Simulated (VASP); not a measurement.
AlC:

```
Al C
1.0
    -1.52297    1.52297    2.10728
     1.52297   -1.52297    2.10728
     1.52297    1.52297   -2.10728
Al C
1 1
Direct
  0.00000 0.00000 0.00000
  0.50000 0.50000 0.00000
```

The cell was built from a structure type or drawn by symmetry, and may not be a known phase.

- Program: VASP 6.6.1
- Task: relaxation of cell and atoms
- Functional: PBE
- Potentials or basis: VASP PAW PBE potentials, release 64 (Al, C)
- Cutoff: 600 eV
- k mesh: 8 × 8 × 8
- Occupations: gaussian, width 0.1 eV
- Spin: no spin polarisation

At the start: pressure -1.2 GPa; volume 9.78 Å³/atom.

Problem. How do energy, volume and symmetry change on relaxing?

Solution. Over 4 steps the energy falls by 2.7 meV/atom and the volume is 9.73 Å³/atom (-0.5 %); space group I4/mmm (No. 139, to 0.1 Å) before, Fm-3m (No. 225, to 0.1 Å).

Step by step:
| step | energy change (eV) | largest force (eV/Å) | pressure (GPa) | volume (Å³) |
| --- | --- | --- | --- | --- |
| 1 | 0.0000 | 0.0000 | -1.16 | 19.55 |
| 2 | -0.0052 | 0.0000 | 0.61 | 19.35 |
| 3 | -0.0052 | 0.0000 | 0.85 | 19.32 |
| 4 | -0.0055 | 0.0000 | -0.40 | 19.45 |

Final structure:
```cif
data_structure
_symmetry_space_group_name_H-M 'P 1'
_symmetry_Int_Tables_number 1
_cell_length_a 3.0193
_cell_length_b 3.0193
_cell_length_c 3.0193
_cell_angle_alpha 120.036
_cell_angle_beta 120.036
_cell_angle_gamma 89.937
_cell_volume 19.45
loop_
_atom_site_label
_atom_site_type_symbol
_atom_site_fract_x
_atom_site_fract_y
_atom_site_fract_z
_atom_site_occupancy
Al1 Al 0.00000 0.00000 0.00000 1
C1 C 0.50000 0.50000 0.00000 1
```
